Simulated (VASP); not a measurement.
# Nd2ScCl2 (P-3m1) in VASP: further runs, part 2 of 2

VASP 6.6.1. The steps go on from the part before.

## (5) Relaxation of cell and atoms, PBE

Contents of INCAR:

```
PREC = Accurate ; ENCUT = 500
EDIFF = 1E-7 ; ISMEAR = 0
SIGMA = 0.1 ; LREAL = False
LASPH = True ; NELM = 200
ALGO = Normal ; ISIF = 3
LWAVE = False ; LCHARG = False
GGA = PE ; IBRION = 2
NSW = 90 ; EDIFFG = -0.04
GGA_COMPAT = False ; NELMIN = 4
LMAXMIX = 6
```

Contents of KPOINTS:

```
Automatic mesh
0
Gamma
  6 6 4
```

Contents of POSCAR:

```
Nd2ScCl2
1.0
    4.7876269937      0.0000000000      0.0000000000
   -2.3938134969      4.1462066004      0.0000000000
    0.0000000000      0.0000000000      7.4767330011
Nd Sc Cl
2 1 2
Direct
    0.3333333333      0.6666666667      0.6730697133
    0.6666666667      0.3333333333      0.3269302867
    0.0000000000      0.0000000000      0.0000000000
    0.3333333333      0.6666666667      0.2931724802
    0.6666666667      0.3333333333      0.7068275198
```

The run is started by

```sh
cat potpaw_PBE.64/Nd_3/POTCAR potpaw_PBE.64/Sc_sv/POTCAR potpaw_PBE.64/Cl/POTCAR > POTCAR
mpirun -np 1 vasp_std > vasp.out
```

Run time: 4 min. Hardware: 1 thread of AMD EPYC 9R45 (Zen 5), shared host; peak memory 0.29 GiB.

The run converged. Its results:

```
Free energy                           : -22.1421 eV
Relaxed volume                        : 29.60 Å³/atom
Relaxed cell                          : a = 4.764 Å, b = 4.764 Å, c = 7.529 Å, α = 90.00°, β = 90.00°, γ = 120.00°
Space group after relaxing (to 0.1 Å) : P-3m1 (No. 164)
Energy gained by relaxing             : 0.8 meV/atom
Ionic steps                           : 6
Pressure after relaxing               : 0.0 GPa
Largest force after relaxing          : 0.021 eV/Å
Band gap on the k mesh                : zero (an odd number of electrons rules out a gap without spin polarisation)
```

Forces on the atoms (eV/Å):
```
Nd   0.000  0.000 -0.021
Nd   0.000  0.000  0.021
Sc   0.000  0.000  0.000
Cl   0.000  0.000 -0.007
Cl   0.000  0.000  0.007
```

Stress tensor (GPa, compression positive):
```
 0.00  0.00  0.00
 0.00  0.00  0.00
 0.00  0.00 -0.11
```

The path:
```tsv
step	energy change (eV)	largest force (eV/Å)	pressure (GPa)	volume (Å³)
1	0.0000	0.0728	-0.12	148.42
2	-0.0016	0.0616	0.02	147.95
3	-0.0021	0.0645	0.18	147.41
4	-0.0032	0.0609	0.06	147.77
5	-0.0035	0.0566	-0.07	148.14
6	-0.0042	0.0211	-0.04	147.99
```

Final structure:
```
Nd Sc Cl
1.0
     4.76415    0.00000    0.00000
    -2.38207    4.12587    0.00000
     0.00000    0.00000    7.52872
Nd Sc Cl
2 1 2
Direct
  0.33333 0.66667 0.67050
  0.66667 0.33333 0.32950
  0.00000 0.00000 0.00000
  0.33333 0.66667 0.29044
  0.66667 0.33333 0.70956
```

Levels at points of the mesh, in eV from the Fermi level:
| k point | band 21 | band 22 | band 23 | band 24 | band 25 | band 26 | band 27 | band 28 |
| --- | --- | --- | --- | --- | --- | --- | --- | --- |
| (0.00, 0.00, 0.00) | -2.26 | -0.48 | -0.33 | -0.33 | 0.91 | 1.11 | 1.11 | 1.84 |
| (0.50, 0.00, 0.00) | -1.00 | -0.58 | -0.26 | -0.06 | 0.19 | 0.52 | 0.84 | 1.07 |
| (0.00, 0.00, 0.50) | -1.22 | -0.61 | 0.17 | 0.27 | 0.27 | 0.55 | 0.55 | 1.10 |
| (0.50, 0.00, 0.50) | -0.51 | -0.42 | -0.32 | -0.04 | 0.36 | 0.85 | 1.01 | 1.25 |

Caveat: spin-orbit coupling is left out, which moves the levels of the heavy elements; the 4f electrons are frozen in the core, so they carry no moment and show no levels; an odd number of electrons without spin polarisation forces a metal; a magnetic or distorted state may lie lower; the run has no spin polarisation, though such a crystal can be magnetic.

## (6) Single point, PBE, collinear spin

This run uses another cell than the first one, of 29.46 Å³/atom.

Contents of INCAR:

```
PREC = Accurate
ENCUT = 500
EDIFF = 1E-6
ISMEAR = 0
SIGMA = 0.1
LREAL = False
LASPH = True
NELM = 200
ALGO = Normal
ISIF = 2
LWAVE = False
LCHARG = False
ISPIN = 2
MAGMOM = 0 0 1 0 0
LORBIT = 11
LMAXMIX = 6
GGA = PE
NBANDS = 36
GGA_COMPAT = False
```

Contents of KPOINTS:

```
Automatic mesh
0
Gamma
  6 6 2
```

Contents of POSCAR:

```
Nd2ScCl2
1.0
    4.7605567842      0.0000000000      0.0000000000
   -2.3802783921      4.1227631113      0.0000000000
    0.0000000000      0.0000000000      7.5053614728
Nd Sc Cl
2 1 2
Direct
    0.3333333333      0.6666666667      0.6701672290
    0.6666666667      0.3333333333      0.3298327710
    0.0000000000      0.0000000000      0.0000000000
    0.3333333333      0.6666666667      0.2882267674
    0.6666666667      0.3333333333      0.7117732326
```

Potentials or basis: VASP PAW PBE potentials, release 64 (Nd_3, Sc_sv, Cl), 4f in core.

The run is started by

```sh
cat potpaw_PBE.64/Nd_3/POTCAR potpaw_PBE.64/Sc_sv/POTCAR potpaw_PBE.64/Cl/POTCAR > POTCAR
mpirun -np 1 vasp_std > vasp.out
```

Wall time 1.8 min (1 thread of AMD EPYC 9R45 (Zen 5), shared host); peak memory 0.34 GiB.

Results (log left out):

```yaml
Free_energy: -22.2001 eV
Pressure: 0.3 GPa
Largest_force: 0.050 eV/Å
Net_moment: 0.85 μB per cell
Site_moments: Nd +0.03; Sc +0.43; Cl +0.00 μB
Valence_electrons_inside_the_program's_atomic_spheres: Nd 8.88; Sc 9.25; Cl 5.12
```

Forces in eV/Å, atoms in the order of the input:
```
Nd   0.000  0.000  0.041
Nd   0.000  0.000 -0.041
Sc   0.000  0.000  0.000
Cl   0.000  0.000  0.050
Cl   0.000  0.000 -0.050
```

Stress tensor (GPa, compression positive):
```
 0.47  0.00  0.00
 0.00  0.47  0.00
 0.00  0.00 -0.08
```

Levels at points of the mesh, in eV from the Fermi level:
Spin up:
```csv
k point,band 21,band 22,band 23,band 24,band 25,band 26,band 27,band 28
"(0.00, 0.00, 0.00)",-2.43,-0.59,-0.54,-0.54,0.84,0.98,0.98,1.68
"(0.50, 0.00, 0.00)",-1.14,-0.71,-0.35,-0.28,0.02,0.28,0.77,0.93
"(0.00, 0.00, 0.50)",-1.38,-0.66,-0.02,-0.02,0.04,0.46,0.46,0.99
"(0.50, 0.00, 0.50)",-0.65,-0.55,-0.35,-0.30,0.26,0.70,0.81,1.12
```
Spin down:
```csv
k point,band 20,band 21,band 22,band 23,band 24,band 25,band 26,band 27
"(0.00, 0.00, 0.00)",-6.05,-2.14,-0.42,-0.26,-0.26,0.95,1.20,1.20
"(0.50, 0.00, 0.00)",-5.91,-0.90,-0.56,-0.29,0.08,0.28,0.69,0.86
"(0.00, 0.00, 0.50)",-5.97,-1.07,-0.63,0.27,0.48,0.48,0.50,0.50
"(0.50, 0.00, 0.50)",-5.91,-0.41,-0.39,-0.37,0.16,0.37,0.96,1.18
```

Caveat: the k points lie up to 0.42 Å⁻¹ apart; the magnetic or orbital state may not be the lowest; spin-orbit coupling is left out, which moves the levels of the heavy elements; the 4f electrons are frozen in the core, so they carry no moment and show no levels. With open d or f shells a metallic result of PBE can be an artefact of self-interaction; +U or a hybrid may open a gap.

## (7) Summary

```tsv
task	spin	cell	k mesh	gap on the mesh (eV)	pressure (GPa)	relaxed volume (Å³/atom)	largest force (eV/Å)
single point	off	a = 4.788, b = 4.788, c = 7.477 Å, angles 90.0, 90.0, 120.0°, 5 atoms, atomic positions A	6 × 6 × 2	none	0.0	-	0.04
single point	off	a = 4.761, b = 4.761, c = 7.505 Å, angles 90.0, 90.0, 120.0°, 5 atoms, atomic positions B	6 × 6 × 4	none	0.0	-	0.02
relaxation of cell and atoms	off	relaxed from a = 4.609, b = 4.609, c = 7.826 Å, angles 90.0, 90.0, 120.0°, 5 atoms, atomic positions C	6 × 6 × 2	none	0.0	29.83	0.04
relaxation of cell and atoms	off	relaxed from a = 4.788, b = 4.788, c = 7.477 Å, angles 90.0, 90.0, 120.0°, 5 atoms, atomic positions A	6 × 6 × 4	none	0.0	29.60	0.02
single point	collinear	a = 4.761, b = 4.761, c = 7.505 Å, angles 90.0, 90.0, 120.0°, 5 atoms, atomic positions B	6 × 6 × 2	none	0.3	-	0.05
```

Alike in all rows: level PBE; potentials or basis VASP PAW PBE potentials, release 64 (Nd_3, Sc_sv, Cl), 4f in core; cutoff (eV) 500; smearing gaussian 0.1 eV.

Caveats: some runs use coarse meshes; spin-orbit coupling is left out, which moves the levels of the heavy elements; the 4f electrons are frozen in the core, so they carry no moment and show no levels; an odd number of electrons without spin polarisation forces a metal (at least some runs); a magnetic or distorted state may lie lower (at least some runs); the magnetic or orbital state may not be the lowest (at least some runs).

Absolute energies hang on the potentials; compare differences alone.
